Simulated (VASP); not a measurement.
# LiS3 (Pm-3m) in VASP: notebook

Runs on LiS3. Level: PBE. Tasks: relaxation of cell and atoms, single point.

Program: VASP 6.6.1. These are calculated values, not measurements. Logs are shortened: lines on timing, memory, paths and dates and some standing lists are left out, and cuts for length are marked.

## (1) The cell of the first run

It takes space group Pm-3m (No. 221, cubic). Conventional cell: a = 4.613 Å, b = 4.613 Å, c = 4.613 Å, α = 90.00°, β = 90.00°, γ = 90.00°. Li (site symmetry m-3m) has 6 S at 2.31 Å within 3.0 Å. S (site symmetry 4/mmm) has 2 Li at 2.31 Å within 3.0 Å.

## (2) Relaxation of cell and atoms, PBE

INCAR

```
SYSTEM = LiS3
  PREC = Accurate
  ENCUT = 600
  EDIFF = 1E-7
  ISMEAR = 0
  SIGMA = 0.1
  LREAL = .FALSE.
  LASPH = .TRUE.
  NELM = 80
  ALGO = Normal
  ISIF = 3
  LWAVE = .FALSE.
  LCHARG = .FALSE.
  GGA = PE
  IBRION = 2
  NSW = 90
  EDIFFG = -0.04
```

KPOINTS

```
Automatic mesh
0
G
  4 4 4
  0 0 0
```

POSCAR

```
LiS3
1.0
    4.6133503900      0.0000000000      0.0000000000
    0.0000000000      4.6133503900      0.0000000000
    0.0000000000      0.0000000000      4.6133503900
Li S
1 3
Direct
    0.0000000000      0.0000000000      0.0000000000
    0.5000000000      0.0000000000      0.0000000000
    0.0000000000      0.5000000000      0.0000000000
    0.0000000000      0.0000000000      0.5000000000
```

Potentials or basis: VASP PAW PBE potentials, release 64 (Li_sv, S).

Command:

```sh
> cat potpaw_PBE.64/Li_sv/POTCAR potpaw_PBE.64/S/POTCAR > POTCAR
> mpirun -np 1 vasp_std > vasp.out
```

OUTCAR:

```text
SYSTEM = LiS3
   PREC = Accurate
   ENCUT = 600
   EDIFF = 1E-7
   ISMEAR = 0
   LREAL = .FALSE.
   LASPH = .TRUE.
   NELM = 80
   ISIF = 3
   GGA = PE
   IBRION = 2
   NSW = 90
   EDIFFG = -0.04

 ion  position               nearest neighbor table
   1  0.000  0.000  0.000-   2 2.31   3 2.31   4 2.31   4 2.31   3 2.31   2 2.31
   2  0.500  0.000  0.000-   1 2.31   1 2.31
   3  0.000  0.500  0.000-   1 2.31   1 2.31
   4  0.000  0.000  0.500-   1 2.31   1 2.31

  LATTYP: Found a simple cubic cell.
 ALAT       =     4.6133503900

  Lattice vectors:

 A1 = (   4.6133503900,   0.0000000000,   0.0000000000)
 A2 = (   0.0000000000,   4.6133503900,   0.0000000000)
 A3 = (   0.0000000000,   0.0000000000,   4.6133503900)

Analysis of symmetry for initial positions (statically):
=====================================================================
 Subroutine PRICEL returns:
 Original cell was already a primitive cell.

 Routine SETGRP: Setting up the symmetry group for a
 simple cubic supercell.

 Subroutine GETGRP returns: Found 48 space group operations
 (whereof 48 operations were pure point group operations)
 out of a pool of 48 trial point group operations.

The static configuration has the point symmetry O_h .

Analysis of symmetry for dynamics (positions and initial velocities):
=====================================================================
 Subroutine PRICEL returns:
 Original cell was already a primitive cell.

 Routine SETGRP: Setting up the symmetry group for a
 simple cubic supercell.

 Subroutine GETGRP returns: Found 48 space group operations
 (whereof 48 operations were pure point group operations)
 out of a pool of 48 trial point group operations.

The dynamic configuration has the point symmetry O_h .

 Subroutine INISYM returns: Found 48 space group operations
 (whereof 48 operations are pure point group operations),
 and found     1 'primitive' translations

----------------------------------------------------------------------------------------

                                     Primitive cell

  volume of cell :      98.1859

  direct lattice vectors                    reciprocal lattice vectors
     4.613350390  0.000000000  0.000000000     0.216762204  0.000000000  0.000000000
     0.000000000  4.613350390  0.000000000     0.000000000  0.216762204  0.000000000
     0.000000000  0.000000000  4.613350390     0.000000000  0.000000000  0.216762204

  length of vectors
     4.613350390  4.613350390  4.613350390     0.216762204  0.216762204  0.216762204

  position of ions in fractional coordinates (direct lattice)
     0.000000000  0.000000000  0.000000000
     0.500000000  0.000000000  0.000000000
     0.000000000  0.500000000  0.000000000
     0.000000000  0.000000000  0.500000000

  ion indices of the primitive-cell ions
   primitive index   ion index
                 1           1
                 2           2
                 3           3
                 4           4

----------------------------------------------------------------------------------------

 KPOINTS: Automatic mesh

Automatic generation of k-mesh.
 Grid dimensions read from file:
 generate k-points for:    4    4    4

 Generating k-lattice:

  Cartesian coordinates                     Fractional coordinates (reciprocal lattice)
     0.054190551  0.000000000  0.000000000     0.250000000  0.000000000  0.000000000
     0.000000000  0.054190551  0.000000000     0.000000000  0.250000000  0.000000000
     0.000000000  0.000000000  0.054190551     0.000000000  0.000000000  0.250000000

  Length of vectors
     0.054190551  0.054190551  0.054190551

  Shift w.r.t. Gamma in fractional coordinates (k-lattice)
     0.000000000  0.000000000  0.000000000

 Subroutine IBZKPT returns following result:
 ===========================================

 Found     10 irreducible k-points:

 Following reciprocal coordinates:
            Coordinates               Weight
  0.000000  0.000000  0.000000      1.000000
  0.250000  0.000000  0.000000      6.000000
  0.500000  0.000000  0.000000      3.000000
  0.250000  0.250000  0.000000     12.000000
  0.500000  0.250000  0.000000     12.000000
  0.500000  0.500000  0.000000      3.000000
  0.250000  0.250000  0.250000      8.000000
  0.500000  0.250000  0.250000     12.000000
  0.500000  0.500000  0.250000      6.000000
  0.500000  0.500000  0.500000      1.000000
   k-points           NKPTS =     10   k-points in BZ     NKDIM =     10   number of bands    NBANDS=     14
   number of dos      NEDOS =    301   number of ions     NIONS =      4
   total plane-waves  NPLWV =  64000
   dimension x,y,z NGX =    40 NGY =   40 NGZ =   40
   dimension x,y,z NGXF=    80 NGYF=   80 NGZF=   80
   ions per type =               1   3
   NGX,Y,Z   is equivalent  to a cutoff of  14.41, 14.41, 14.41 a.u.
   NGXF,Y,Z  is equivalent  to a cutoff of  28.83, 28.83, 28.83 a.u.
 SYSTEM =  LiS3
   PREC   = accura    normal or accurate (medium, high low for compatibility)
   ISTART =      0    job   : 0-new  1-cont  2-samecut
   ICHARG =      2    charge: 1-file 2-atom 10-const
   ISPIN  =      1    spin polarized calculation?
   LNONCOLLINEAR =      F non collinear calculations
   LSORBIT =      F    spin-orbit coupling
   LASPH  =      T    aspherical Exc in radial PAW
   ENCUT  =  600.0 eV  44.10 Ry    6.64 a.u.   9.21  9.21  9.21*2*pi/ulx,y,z
   NELM   =     80;   NELMIN=  2; NELMDL= -5     # of ELM steps
   EDIFF  = 0.1E-06   stopping-criterion for ELM
   LREAL  =      F    real-space projection
   EDIFFG = -.4E-01   stopping-criterion for IOM
   NSW    =     90    number of steps for IOM
   IBRION =      2    ionic relax: 0-MD 1-quasi-New 2-CG
   NFREE  =      1    steps in history (QN), initial steepest desc. (CG)
   ISIF   =      3    stress and relaxation
   ISYM   =      2    0-nonsym 1-usesym 2-fastsym
   POTIM  = 0.5000    time-step for ionic-motion
   TEBEG  =    0.0;   TEEND  =   0.0 temperature during run
   PSTRESS=    0.0 pullay stress
   NELECT =      21.0000    total number of electrons
   NUPDOWN=      -1.0000    fix difference up-down
   EMIN   =  10.00;   EMAX   =-10.00  energy-range for DOS
   EFERMI =   0.00;   METHOD = LEGACY
   ISMEAR =     0;   SIGMA  =   0.10  broadening in eV -4-tet -1-fermi 0-gaus
   EFERMI_NEDOS =   21; number of points for ismear=-14 and -15
   IALGO  =     38    algorithm
   IMIX   =      4    mixing-type and parameters
     AMIX     =   0.40;   BMIX     =  1.00
     AMIX_MAG =   1.60;   BMIX_MAG =  1.00
  volume/ion in A,a.u.               =      24.55       165.65
  Fermi-wavevector in a.u.,A,eV,Ry     =   0.979035  1.850108 13.041310  0.958509
  Thomas-Fermi vector in A             =   2.109857
   LORBIT       =      0    0 simple, 1 ext, 2 COOP (PROOUT), +10 PAW based schemes
   GGA     = PE    functional components
   LHFCALC =     F    Hartree Fock is set to
   AEXX    =    0.0000 exact exchange contribution
   IVDW    =     0    specifies the selected vdW correction
   LEPSILON=     F    determine dielectric tensor
   LRPA    =     F    only Hartree local field effects (RPA)
 conjugate gradient relaxation of ions
 non-spin polarized calculation
 Gauss-broadening in eV      SIGMA  =   0.10
  energy-cutoff  :      600.00
  volume of cell :       98.19
 maximum number of plane-waves:      3328
 NGX is ok and might be reduce to    40
   NGX = 19   NGY = 19   NGZ = 19

--------------------------------------- Ionic step        1  -------------------------------------------

 number of electron      21.0000016 magnetization

 Free energy of the ion-electron system (eV)
  ---------------------------------------------------
  ext. energy  EPLUGINS =         0.00000000
  ---------------------------------------------------
  free energy    TOTEN  =       -11.20668723 eV

  energy without entropy =      -11.18274736  energy(sigma->0) =      -11.19471729

------------------------ aborting loop because EDIFF is reached ----------------------------------------

  FORCE on cell =-STRESS in cart. coord.  units (eV):
  Direction    XX          YY          ZZ          XY          YZ          ZX
  --------------------------------------------------------------------------------------
  -------------------------------------------------------------------------------------
  Total       -2.2171342     -2.2171342     -2.2171342     -0.0000000      0.0000000     -0.0000000
  in kB      -36.1787235    -36.1787235    -36.1787235     -0.0000000      0.0000000     -0.0000000
  external PRESSURE =     -36.1787235 kB  Pullay stress =       0.0000000 kB
[... 61 lines left out ...]
  energy  without entropy=      -11.3169736901  energy(sigma->0) =      -11.32907468

--------------------------------------- Ionic step        3  -------------------------------------------

 number of electron      20.9999999 magnetization

 Free energy of the ion-electron system (eV)
  ---------------------------------------------------
  ext. energy  EPLUGINS =         0.00000000
  ---------------------------------------------------
  free energy    TOTEN  =       -11.37351408 eV

  energy without entropy =      -11.35061538  energy(sigma->0) =      -11.36206473

 E-fermi :   1.7518     XC(G=0):  -8.5338

 val. band max:        1.7516460985   @ k =   0.2500   0.0000   0.0000
 cond. band min:       2.0291685363   @ k =   0.5000   0.2500   0.0000
 fundamental gap:      0.2775224379
 Fermi energy:         1.7517618818

 k-point     1 :       0.0000    0.0000    0.0000
  band No.  band energies     occupation
      1     -42.2727      2.00000
      2     -11.5361      2.00000
      3      -8.9445      2.00000
      4      -8.9445      2.00000
      5      -2.3008      2.00000
      6      -2.3008      2.00000
      7      -2.3008      2.00000
      8       1.5158      1.99915
      9       1.5158      1.99915
     10       1.5158      1.99915
     11       2.5285      0.00000
     12       2.5285      0.00000
     13       2.5285      0.00000
     14       6.9875      0.00000
[... 182 lines left out ...]
  FREE ENERGIE OF THE ION-ELECTRON SYSTEM (eV)
  ---------------------------------------------------
  free  energy   TOTEN  =       -11.3735140836 eV

  energy  without entropy=      -11.3506153839  energy(sigma->0) =      -11.36206473

 reached required accuracy - stopping structural energy minimisation
```

Wall time 1.9 min (1 thread of Intel Xeon 6975P-C, shared host); peak memory 0.24 GiB.

Results:

```yaml
Free_energy: -11.3735 eV
Relaxed_volume: 21.43 Å³/atom
Relaxed_cell: a = 4.409 Å, b = 4.409 Å, c = 4.409 Å, α = 90.00°, β = 90.00°, γ = 90.00°
Space_group_after_relaxing_to_0.05_Å: Pm-3m (No. 221)
Energy_gained_by_relaxing: 41.7 meV/atom
Ionic_steps: 3
Pressure_after_relaxing: -0.2 GPa
```

The path:
| step | energy change (eV) | largest force (eV/Å) | pressure (GPa) | volume (Å³) |
| --- | --- | --- | --- | --- |
| 1 | 0.0000 | 0.0000 | -3.62 | 98.19 |
| 2 | -0.1345 | 0.0000 | -1.86 | 90.52 |
| 3 | -0.1668 | 0.0000 | -0.22 | 85.71 |

Final structure:
```cif
data_structure
_symmetry_space_group_name_H-M 'P 1'
_symmetry_Int_Tables_number 1
_cell_length_a 4.4090
_cell_length_b 4.4090
_cell_length_c 4.4090
_cell_angle_alpha 90.000
_cell_angle_beta 90.000
_cell_angle_gamma 90.000
_cell_volume 85.71
loop_
_atom_site_label
_atom_site_type_symbol
_atom_site_fract_x
_atom_site_fract_y
_atom_site_fract_z
_atom_site_occupancy
Li1 Li 0.00000 0.00000 0.00000 1
S1 S 0.50000 0.00000 0.00000 1
S2 S 0.00000 0.50000 0.00000 1
S3 S 0.00000 0.00000 0.50000 1
```

Levels at points of the mesh, in eV from the Fermi level:
```tsv
k point	band 6	band 7	band 8	band 9	band 10	band 11	band 12	band 13	band 14
(0.00, 0.00, 0.00)	-4.05	-4.05	-0.24	-0.24	-0.24	0.78	0.78	0.78	5.24
(0.50, 0.00, 0.00)	-3.46	-1.69	-1.46	-1.27	-1.27	-0.85	0.42	0.42	7.55
(0.50, 0.50, 0.00)	-3.15	-2.67	-1.22	-1.22	-1.17	-1.17	0.60	1.44	8.26
(0.50, 0.50, 0.50)	-3.38	-3.38	-3.38	0.67	0.67	1.47	1.47	1.47	5.22
```

Caveat: the cutoff is under 1.25 times the usual one of these potentials, so pressure, stress and relaxed cells hold a basis-set (Pulay) error.

## (3) Single point, PBE

This run uses another cell than the first one, of 21.44 Å³/atom, 0.873 times its volume.

INCAR

```
PREC = Accurate ; ENCUT = 520
EDIFF = 1E-7 ; ISMEAR = 0
SIGMA = 0.1 ; LREAL = False
LASPH = True ; NELM = 100
ALGO = Normal ; ISIF = 2
LWAVE = False ; LCHARG = False
GGA = PE ; NBANDS = 18
```

KPOINTS

```
Automatic mesh
0
Gamma
  10 10 10
```

POSCAR

```
LiS3
1.0
    4.4095766784      0.0000000000      0.0000000000
    0.0000000000      4.4095766784      0.0000000000
    0.0000000000      0.0000000000      4.4095766784
Li S
1 3
Direct
    0.0000000000      0.0000000000      0.0000000000
    0.5000000000      0.0000000000      0.0000000000
    0.0000000000      0.5000000000      0.0000000000
    0.0000000000      0.0000000000      0.5000000000
```

Potentials or basis: VASP PAW PBE potentials, release 64 (Li_sv, S).

Command:

```sh
> cat potpaw_PBE.64/Li_sv/POTCAR potpaw_PBE.64/S/POTCAR > POTCAR
> mpirun -np 1 vasp_std > vasp.out
```

Run time: 2.6 min. Hardware: 1 thread of Intel Xeon 6975P-C, shared host; peak memory 0.23 GiB.

It converged, with:

```
Free energy : -11.3171 eV
```

Levels at points of the mesh, in eV from the Fermi level:
```csv
k point,band 9,band 10,band 11,band 12,band 13,band 14
"(0.00, 0.00, 0.00)",-0.31,-0.31,0.68,0.68,0.68,5.16
"(0.50, 0.00, 0.00)",-1.34,-1.34,-0.93,0.33,0.33,7.48
"(0.50, 0.50, 0.00)",-1.29,-1.25,-1.25,0.49,1.36,8.16
"(0.50, 0.50, 0.50)",0.56,0.56,1.39,1.39,1.39,5.15
```

Caveat: the cutoff is under 1.25 times the usual one of these potentials, so pressure, stress and relaxed cells hold a basis-set (Pulay) error.

## (4) Relaxation of cell and atoms, PBE

This run uses another cell than the first one, of 21.34 Å³/atom, 0.869 times its volume.

INCAR

```
PREC = Accurate
ENCUT = 600
EDIFF = 1E-7
ISMEAR = 0
SIGMA = 0.1
LREAL = False
LASPH = True
NELM = 100
ALGO = Normal
ISIF = 3
LWAVE = False
LCHARG = False
GGA = PE
IBRION = 2
NSW = 100
EDIFFG = -0.01
```

KPOINTS

```
regular mesh
0
Gamma
  10 10 10
```

POSCAR

```
LiS3
1.0
    4.4030573350      0.0000000000      0.0000000000
    0.0000000000      4.4030573350      0.0000000000
    0.0000000000      0.0000000000      4.4030573350
Li S
1 3
Direct
    0.0000000000      0.0000000000      0.0000000000
    0.5000000000      0.0000000000      0.0000000000
    0.0000000000      0.5000000000      0.0000000000
    0.0000000000      0.0000000000      0.5000000000
```

Command:

```sh
> cat potpaw_PBE.64/Li_sv/POTCAR potpaw_PBE.64/S/POTCAR > POTCAR
> mpirun -np 1 vasp_std > vasp.out
```

Wall time 3.2 min (1 thread of Intel Xeon 6975P-C, shared host); peak memory 0.24 GiB.

It converged, with:

- Free energy: -11.3183 eV
- Relaxed volume: 21.41 Å³/atom
- Relaxed cell: a = 4.408 Å, b = 4.408 Å, c = 4.408 Å, α = 90.00°, β = 90.00°, γ = 90.00°
- Space group after relaxing (to 0.05 Å): Pm-3m (No. 221)
- Energy gained by relaxing: 0.0 meV/atom
- Ionic steps: 2
- Pressure after relaxing: 0.1 GPa

The path:
```tsv
step	energy change (eV)	largest force (eV/Å)	pressure (GPa)	volume (Å³)
1	0.0000	0.0000	0.17	85.36
2	-0.0002	0.0000	0.05	85.64
```

Final structure:
```cif
data_structure
_symmetry_space_group_name_H-M 'P 1'
_symmetry_Int_Tables_number 1
_cell_length_a 4.4078
_cell_length_b 4.4078
_cell_length_c 4.4078
_cell_angle_alpha 90.000
_cell_angle_beta 90.000
_cell_angle_gamma 90.000
_cell_volume 85.64
loop_
_atom_site_label
_atom_site_type_symbol
_atom_site_fract_x
_atom_site_fract_y
_atom_site_fract_z
_atom_site_occupancy
Li1 Li 0.00000 0.00000 0.00000 1
S1 S 0.50000 0.00000 0.00000 1
S2 S 0.00000 0.50000 0.00000 1
S3 S 0.00000 0.00000 0.50000 1
```

Levels at points of the mesh, in eV from the Fermi level:
```csv
k point,band 9,band 10,band 11,band 12,band 13,band 14
"(0.00, 0.00, 0.00)",-0.31,-0.31,0.69,0.69,0.69,5.15
"(0.50, 0.00, 0.00)",-1.35,-1.35,-0.93,0.34,0.34,7.50
"(0.50, 0.50, 0.00)",-1.29,-1.25,-1.25,0.49,1.37,8.16
"(0.50, 0.50, 0.50)",0.56,0.56,1.39,1.39,1.39,5.14
```

Caveat: the cutoff is under 1.25 times the usual one of these potentials, so pressure, stress and relaxed cells hold a basis-set (Pulay) error.

## (5) Summary

| task | cell | k mesh | cutoff (eV) | gap on the mesh (eV) | pressure (GPa) | relaxed volume (Å³/atom) |
| --- | --- | --- | --- | --- | --- | --- |
| relaxation of cell and atoms | relaxed from a = 4.613 Å, 4 atoms | 4 × 4 × 4 | 600 | none | -0.2 | 21.43 |
| single point | a = 4.410 Å, 4 atoms | 10 × 10 × 10 | 520 | none | - | - |
| relaxation of cell and atoms | relaxed from a = 4.403 Å, 4 atoms | 10 × 10 × 10 | 600 | none | 0.1 | 21.41 |

Alike in all rows: level PBE; potentials or basis VASP PAW PBE potentials, release 64 (Li_sv, S); no spin polarisation; smearing gaussian 0.1 eV.

Caveats: the cutoff is under 1.25 times the usual one of these potentials, so pressure, stress and relaxed cells hold a basis-set (Pulay) error.

Absolute energies hang on the potentials; compare differences alone.
